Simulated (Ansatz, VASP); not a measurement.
# One calculation of SnGeTe2, two programs

```
Sn Ge Te
1.0
     4.40293    0.00000    0.00000
     0.00000    4.40293    0.00000
     0.00000    0.00000    6.22418
Sn Ge Te
1 1 2
Direct
  0.50000 0.50000 0.50000
  0.00000 0.00000 0.00000
  0.00000 0.00000 0.50000
  0.50000 0.50000 0.00000
```

Alike in both runs: functional PBE; k mesh 10 × 10 × 8; occupations gaussian, width 0.1 eV; no spin polarisation.

Ansatz relaxed the structure, and its values are those at the end. VASP's run is a single point on that final structure, the one shown.

```csv
,VASP,Ansatz
version,VASP 6.6.1,Ansatz 0.2.0
potentials or method,"VASP PAW PBE potentials, release 64 (Sn_d, Ge_d, Te), cutoff 520 eV","scalar-relativistic, plane waves, PAW"
valence electrons in the cell,40,60
```

Ansatz gave:

```
pressure (GPa) : 0.0
```

**Question.** What did VASP give for the same quantities?

**Answer.** Pressure (GPa): -0.1.

The functional is the same, so the differences come from potentials, cutoffs and numerics. VASP's potentials hold 40 valence electrons a cell and Ansatz's 60, so a difference there can come from the potentials and not from the codes.

Spin-orbit coupling is off throughout.
